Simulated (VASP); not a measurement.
# C (C2/m) in VASP: further runs

C is run at these levels: PBE+D3(BJ); tasks: single point.

Everything below comes from runs of VASP 6.6.1. Logs are shortened: lines on timing, memory, paths and dates and some standing lists are left out, and cuts for length are marked.

### 1 The cell of the first run

It takes space group C2/m (No. 12, monoclinic). The conventional cell has a = 4.269 Å, b = 2.465 Å, c = 3.650 Å, α = 90.00°, β = 112.95°, γ = 90.00°. Within 1.8 Å of C (site symmetry m) lie 3 C at 1.38 to 1.51 Å.

### 2 Single point, PBE+D3(BJ) (atoms displaced along several vibrational modes)

INCAR reads:

```
PREC = Accurate ; ENCUT = 520
EDIFF = 1E-6 ; ISMEAR = 0
SIGMA = 0.05 ; LREAL = F
LASPH = T ; NELM = 60
ALGO = Normal ; ISIF = 2
LWAVE = F ; LCHARG = F
GGA = PE ; IVDW = 12
NBANDS = 11
```

KPOINTS reads:

```
Automatic mesh
0
Gamma
  15 15 15
```

POSCAR reads:

```
C
1.0
    1.2324984681      0.7115833223      3.3613878357
   -1.2324984681      0.7115833223      3.3613878357
    0.0000000000     -1.4231666447      3.3613878357
C
2
Direct
    0.1747852414      0.1747852414      0.1431656133
    0.8252147586      0.8252147586      0.8568343867
```

Potentials or basis: VASP PAW PBE potentials, release 64 (C).

Launch:

```sh
> cat potpaw_PBE.64/C/POTCAR > POTCAR
> mpirun -np 1 vasp_std > vasp.out
```

OUTCAR:

```text
PREC = Accurate
   ENCUT = 520
   EDIFF = 1E-6
   ISMEAR = 0
   LREAL = F
   LASPH = T
   NELM = 60
   ISIF = 2
   GGA = PE
   IVDW = 12
 IVDW          = 12

 ion  position               nearest neighbor table
   1  0.175  0.175  0.143-   2 1.38   2 1.38   2 1.51
   2  0.825  0.825  0.857-   1 1.38   1 1.38   1 1.51

  LATTYP: Found a trigonal (rhomboedric) cell.
 ALAT       =     3.6502508791
 COS(alpha) =     0.7719881893

  Lattice vectors:

 A1 = (   1.2324984681,   0.7115833223,   3.3613878357)
 A2 = (  -1.2324984681,   0.7115833223,   3.3613878357)
 A3 = (   0.0000000000,  -1.4231666447,   3.3613878357)

Analysis of symmetry for initial positions (statically):
=====================================================================
 Subroutine PRICEL returns:
 Original cell was already a primitive cell.

 Routine SETGRP: Setting up the symmetry group for a
 trigonal (rhombohedral) supercell.

 Subroutine GETGRP returns: Found  4 space group operations
 (whereof  4 operations were pure point group operations)
 out of a pool of 12 trial point group operations.

The static configuration has the point symmetry C_2h.

Analysis of symmetry for dynamics (positions and initial velocities):
=====================================================================
 Subroutine PRICEL returns:
 Original cell was already a primitive cell.

 Routine SETGRP: Setting up the symmetry group for a
 trigonal (rhombohedral) supercell.

 Subroutine GETGRP returns: Found  4 space group operations
 (whereof  4 operations were pure point group operations)
 out of a pool of 12 trial point group operations.

The dynamic configuration has the point symmetry C_2h.

 Subroutine INISYM returns: Found  4 space group operations
 (whereof  4 operations are pure point group operations),
 and found     1 'primitive' translations

----------------------------------------------------------------------------------------

                                     Primitive cell

  volume of cell :      17.6881

  direct lattice vectors                    reciprocal lattice vectors
     1.232498468  0.711583322  3.361387836     0.405680017  0.234219467  0.099165389
    -1.232498468  0.711583322  3.361387836    -0.405680017  0.234219467  0.099165389
     0.000000000 -1.423166645  3.361387836     0.000000000 -0.468438935  0.099165389

  length of vectors
     3.650250879  3.650250879  3.650250879     0.478820227  0.478820227  0.478820227

  position of ions in fractional coordinates (direct lattice)
     0.174785241  0.174785241  0.143165613
     0.825214759  0.825214759  0.856834387

  ion indices of the primitive-cell ions
   primitive index   ion index
                 1           1
                 2           2

----------------------------------------------------------------------------------------

 KPOINTS: Automatic mesh

Automatic generation of k-mesh.
 Grid dimensions read from file:
 generate k-points for:   15   15   15

 Generating k-lattice:

  Cartesian coordinates                     Fractional coordinates (reciprocal lattice)
     0.027045334  0.015614631  0.006611026     0.066666667  0.000000000  0.000000000
    -0.027045334  0.015614631  0.006611026     0.000000000  0.066666667  0.000000000
     0.000000000 -0.031229262  0.006611026     0.000000000  0.000000000  0.066666667

  Length of vectors
     0.031921348  0.031921348  0.031921348

  Shift w.r.t. Gamma in fractional coordinates (k-lattice)
     0.000000000  0.000000000  0.000000000

 Subroutine IBZKPT returns following result:
 ===========================================

 Found    904 irreducible k-points:

 Following reciprocal coordinates:
            Coordinates               Weight
  0.000000  0.000000  0.000000      1.000000
  0.066667 -0.000000  0.000000      4.000000
  0.000000  0.000000  0.066667      2.000000
  0.133333  0.000000  0.000000      4.000000
  0.000000  0.000000  0.133333      2.000000
  0.200000  0.000000 -0.000000      4.000000
[... 16 lines left out ...]
  0.066667  0.000000  0.200000      4.000000
  0.266667  0.066667  0.000000      4.000000
 [... further k-points ...]
   k-points           NKPTS =    904   k-points in BZ     NKDIM =    904   number of bands    NBANDS=     11
   number of dos      NEDOS =    301   number of ions     NIONS =      2
   total plane-waves  NPLWV =  21952
   dimension x,y,z NGX =    28 NGY =   28 NGZ =   28
   dimension x,y,z NGXF=    56 NGYF=   56 NGZF=   56
   ions per type =               2
   NGX,Y,Z   is equivalent  to a cutoff of  12.75, 12.75, 12.75 a.u.
   NGXF,Y,Z  is equivalent  to a cutoff of  25.50, 25.50, 25.50 a.u.
 SYSTEM =  unknown system
   PREC   = accura    normal or accurate (medium, high low for compatibility)
   ISTART =      0    job   : 0-new  1-cont  2-samecut
   ICHARG =      2    charge: 1-file 2-atom 10-const
   ISPIN  =      1    spin polarized calculation?
   LNONCOLLINEAR =      F non collinear calculations
   LSORBIT =      F    spin-orbit coupling
   LASPH  =      T    aspherical Exc in radial PAW
   ENCUT  =  520.0 eV  38.22 Ry    6.18 a.u.   6.79  6.79  6.79*2*pi/ulx,y,z
   NELM   =     60;   NELMIN=  2; NELMDL= -5     # of ELM steps
   EDIFF  = 0.1E-05   stopping-criterion for ELM
   LREAL  =      F    real-space projection
   EDIFFG = 0.1E-04   stopping-criterion for IOM
   NSW    =      0    number of steps for IOM
   IBRION =     -1    ionic relax: 0-MD 1-quasi-New 2-CG
   NFREE  =      0    steps in history (QN), initial steepest desc. (CG)
   ISIF   =      2    stress and relaxation
   ISYM   =      2    0-nonsym 1-usesym 2-fastsym
   POTIM  = 0.5000    time-step for ionic-motion
   TEBEG  =    0.0;   TEEND  =   0.0 temperature during run
   PSTRESS=    0.0 pullay stress
   NELECT =       8.0000    total number of electrons
   NUPDOWN=      -1.0000    fix difference up-down
   EMIN   =  10.00;   EMAX   =-10.00  energy-range for DOS
   EFERMI =   0.00;   METHOD = LEGACY
   ISMEAR =     0;   SIGMA  =   0.05  broadening in eV -4-tet -1-fermi 0-gaus
   EFERMI_NEDOS =   21; number of points for ismear=-14 and -15
   IALGO  =     38    algorithm
   IMIX   =      4    mixing-type and parameters
     AMIX     =   0.40;   BMIX     =  1.00
     AMIX_MAG =   1.60;   BMIX_MAG =  1.00
  volume/ion in A,a.u.               =       8.84        59.68
  Fermi-wavevector in a.u.,A,eV,Ry     =   1.256640  2.374705 21.485554  1.579144
  Thomas-Fermi vector in A             =   2.390338
   LORBIT       =      0    0 simple, 1 ext, 2 COOP (PROOUT), +10 PAW based schemes
   GGA     = PE    functional components
   LHFCALC =     F    Hartree Fock is set to
   AEXX    =    0.0000 exact exchange contribution
   IVDW    =    12    specifies the selected vdW correction
   LEPSILON=     F    determine dielectric tensor
   LRPA    =     F    only Hartree local field effects (RPA)
 non-spin polarized calculation
 Gauss-broadening in eV      SIGMA  =   0.05
  energy-cutoff  :      520.00
  volume of cell :       17.69
 maximum number of plane-waves:       490
   NGX = 13   NGY = 13   NGZ = 13

 number of electron       8.0000000 magnetization

 Free energy of the ion-electron system (eV)
  ---------------------------------------------------
  ext. energy  EPLUGINS =         0.00000000
  ---------------------------------------------------
  free energy    TOTEN  =       -18.20315568 eV

  energy without entropy =      -18.20315568  energy(sigma->0) =      -18.20315568

 E-fermi :   4.6117     XC(G=0): -10.3070

 val. band max:        4.4300558240   @ k =  -0.2000   0.4000   0.0667
 cond. band min:       4.7900420206   @ k =   0.2000  -0.1333  -0.4667
 fundamental gap:      0.3599861966
 Fermi energy:         4.6116532849

 k-point     1 :       0.0000    0.0000    0.0000
  band No.  band energies     occupation
      1     -14.9981      2.00000
      2      -1.9160      2.00000
      3       0.3592      2.00000
      4       3.0997      2.00000
      5       8.8795      0.00000
      6      11.2548      0.00000
      7      14.8127      0.00000
      8      16.1078      0.00000
      9      17.3410      0.00000
     10      27.2981      0.00000
     11      30.1212      0.00000

 k-point     2 :       0.0667   -0.0000    0.0000
  band No.  band energies     occupation
      1     -14.8916      2.00000
      2      -1.8058      2.00000
      3       0.0446      2.00000
      4       2.7639      2.00000
      5       9.0279      0.00000
      6      11.5656      0.00000
      7      14.9708      0.00000
      8      15.7220      0.00000
      9      17.5520      0.00000
     10      27.6612      0.00000
     11      29.4972      0.00000

 k-point     3 :       0.0000    0.0000    0.0667
  band No.  band energies     occupation
      1     -14.8898      2.00000
      2      -1.8127      2.00000
      3       0.2005      2.00000
      4       2.5409      2.00000
      5       9.0162      0.00000
      6      11.5266      0.00000
      7      15.1994      0.00000
      8      15.7843      0.00000
      9      17.4690      0.00000
     10      27.6332      0.00000
     11      29.0635      0.00000

 k-point     4 :       0.1333    0.0000    0.0000
  band No.  band energies     occupation
      1     -14.5732      2.00000
      2      -1.4788      2.00000
      3      -0.8250      2.00000
      4       1.9472      2.00000
      5       9.4696      0.00000
      6      12.1742      0.00000
      7      14.6074      0.00000
      8      15.6019      0.00000
      9      18.2060      0.00000
     10      27.6754      0.00000
     11      28.5965      0.00000
[... 239 lines left out ...]
 k-point    22 :      -0.2000    0.0000   -0.0667
  band No.  band energies     occupation
      1     -14.2484      2.00000
      2      -1.7018      2.00000
      3      -1.2160      2.00000
      4       1.4000      2.00000
      5      10.1174      0.00000
      6      12.8287      0.00000
      7      13.5940      0.00000
      8      15.7365      0.00000
      9      18.9954      0.00000
     10      26.1392      0.00000
     11      29.1898      0.00000

 k-point    23 :       0.0667    0.0000    0.2000
  band No.  band energies     occupation
      1     -14.2344      2.00000
      2      -1.2917      2.00000
      3      -0.7926      2.00000
      4       0.2581      2.00000
      5      10.0538      0.00000
      6      12.4216      0.00000
      7      14.0638      0.00000
      8      16.6811      0.00000
      9      18.8423      0.00000
     10      25.2851      0.00000
     11      28.8426      0.00000

 k-point    24 :       0.2667    0.0667    0.0000
  band No.  band energies     occupation
      1     -13.6056      2.00000
      2      -2.7721      2.00000
      3      -0.6388      2.00000
      4       0.0498      2.00000
      5      10.8683      0.00000
      6      12.3791      0.00000
      7      12.8762      0.00000
      8      17.3613      0.00000
      9      20.1875      0.00000
     10      23.8792      0.00000
     11      28.0526      0.00000

 [... further k-points ...]

------------------------ aborting loop because EDIFF is reached ----------------------------------------

 Edisp (eV)   -0.31223

 E8    (eV) :    -0.0885

  FORCE on cell =-STRESS in cart. coord.  units (eV):
  Direction    XX          YY          ZZ          XY          YZ          ZX
  --------------------------------------------------------------------------------------
  -------------------------------------------------------------------------------------
  Total       1.55594    -0.33843    -0.04212     0.00000     0.20911     0.00000
  in kB     140.93602   -30.65432    -3.81505     0.00000    18.94064     0.00000
  external pressure =       35.49 kB  Pullay stress =        0.00 kB

 VOLUME and BASIS-vectors are now :
 -----------------------------------------------------------------------------
  energy-cutoff  :      520.00
  volume of cell :       17.69
      direct lattice vectors                 reciprocal lattice vectors
     1.232498468  0.711583322  3.361387836     0.405680017  0.234219467  0.099165389
    -1.232498468  0.711583322  3.361387836    -0.405680017  0.234219467  0.099165389
     0.000000000 -1.423166645  3.361387836     0.000000000 -0.468438935  0.099165389

 POSITION                                       TOTAL-FORCE (eV/Angst)
 -----------------------------------------------------------------------------------
      0.00000      0.04500      1.65628         0.000000     -4.284214      0.753312
      0.00000     -0.04500      8.42789         0.000000      4.284214     -0.753312
 -----------------------------------------------------------------------------------
    total drift:                                0.000000     -0.000000     -0.000000

  FREE ENERGIE OF THE ION-ELECTRON SYSTEM (eV)
  ---------------------------------------------------
  free  energy   TOTEN  =       -18.5153828759 eV

  energy  without entropy=      -18.5153828757  energy(sigma->0) =      -18.51538288
```

It took 6.7 min on 1 thread of Intel Xeon 8259CL, shared host; peak memory 0.28 GiB.

Results:

- Free energy: -18.5154 eV
- Pressure: 3.5 GPa
- Largest force: 4.350 eV/Å
- Dispersion energy per atom: -0.156 eV

Forces on the atoms (eV/Å):
```
C    0.000 -4.284  0.753
C    0.000  4.284 -0.753
```

Stress tensor (GPa, compression positive):
```
14.09  0.00  0.00
 0.00 -3.07  1.89
 0.00  1.89 -0.38
```

Caveat: the cell differs from its parent crystal (atoms displaced along several vibrational modes); the stress differs along the axes, from -3 to 14 GPa; forces of over 1 eV/Å act on the atoms, so gaps and moduli don't describe the material at rest.

### 3 Single point, PBE+D3(BJ) (atoms displaced along several vibrational modes)

INCAR reads:

```
SYSTEM = C
PREC     = Accurate       ! precision mode
ENCUT    = 520            ! plane-wave cutoff, eV
EDIFF    = 1E-7           ! SCF threshold, eV
ISMEAR   = 0              ! smearing method
SIGMA    = 0.05           ! smearing width, eV
LREAL    = .False.        ! projectors in reciprocal space
LASPH    = .True.         ! aspherical terms in the spheres
NELM     = 100            ! most SCF steps
ALGO     = Normal         ! electronic algorithm
ISIF     = 2              ! what is computed and relaxed
LWAVE    = .False.        ! write WAVECAR
LCHARG   = .True.         ! write CHGCAR
GGA      = PE             ! functional
IVDW     = 12             ! dispersion correction
LELF     = .True.         ! ELF
LVHAR    = .True.       
NBANDS   = 11             ! bands
```

KPOINTS reads:

```
regular mesh
0
Gamma
  15 15 15
  0 0 0
```

POSCAR reads:

```
C
1.0
    1.2324984681      0.7115833223      3.3613878357
   -1.2324984681      0.7115833223      3.3613878357
    0.0000000000     -1.4231666447      3.3613878357
C
2
Direct
    0.1537054893      0.1537054893      0.1853251174
    0.8462945107      0.8462945107      0.8146748826
```

Potentials or basis: VASP PAW PBE potentials, release 64 (C).

Launch:

```sh
> cat potpaw_PBE.64/C/POTCAR > POTCAR
> mpirun -np 1 vasp_std > vasp.out
```

Wall time 5.5 min (1 thread of Intel Xeon 8259CL, shared host); peak memory 0.28 GiB.

Results (log left out):

```yaml
Free_energy: -18.4839 eV
Pressure: 4.3 GPa
Largest_force: 5.396 eV/Å
Dispersion_energy_per_atom: -0.156 eV
```

Forces in eV/Å, atoms in the order of the input:
```
C    0.000  5.344  0.747
C    0.000 -5.344 -0.747
```

Stress tensor (GPa, compression positive):
```
-3.93  0.00  0.00
 0.00 17.21 -2.37
 0.00 -2.37 -0.33
```

Caveat: the cell differs from its parent crystal (atoms displaced along several vibrational modes); the stress differs along the axes, from -4 to 17 GPa; forces of over 1 eV/Å act on the atoms, so gaps and moduli don't describe the material at rest.

(Continued in part 2 of 2.)
